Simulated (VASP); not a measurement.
Crystal: CuO.

```xyz
4
Lattice="2.1142 -2.1202 0.0000 2.1142 2.1202 0.0000 0.0000 0.0000 5.1966" Properties=species:S:1:pos:R:3 pbc="T T T"
Cu    1.0571   -1.0601    0.0000
Cu    1.0571    1.0601    2.5983
O     2.1142    0.0000    1.2992
O     2.1142    0.0000    3.8975
```

Base run:

```yaml
Program: VASP 6.6.1
Functional: BLYP
Potentials_or_basis: VASP PAW PBE potentials, release 64 (Cu, O)
Cutoff: 520 eV
k_mesh: 9 × 9 × 5
Occupations: fermi-dirac, width 0.05 eV
Spin: no spin polarisation
```

Its results: band gap on the k mesh zero (band 17 reaches 5.23 eV, above the bottom of band 18 at 4.35 eV); pressure 0.7 GPa.

Task: The run is repeated on the same cell with these changes: potentials or basis from VASP PAW PBE potentials, release 64 (Cu, O) to VASP PAW PBE potentials, release 64 (Cu_sv_GW, O); cutoff from 520 eV to 700 eV; further incar settings from ALGO = Normal; EDIFF = 1e-06; NBANDS = 25 to ALGO = Normal; EDIFF = 1e-06; NBANDS = 33; valence electrons from 34 to 50. What comes out?

Result: Band gap on the k mesh zero (band 25 reaches 5.27 eV, above the bottom of band 26 at 4.39 eV); pressure -2.4 GPa.

Caveats: the PAW data sets were made with another functional, which shifts forces and pressure a little; semilocal functionals often make such compounds metallic where correlation or magnetic order opens a gap, which also shifts bond lengths.
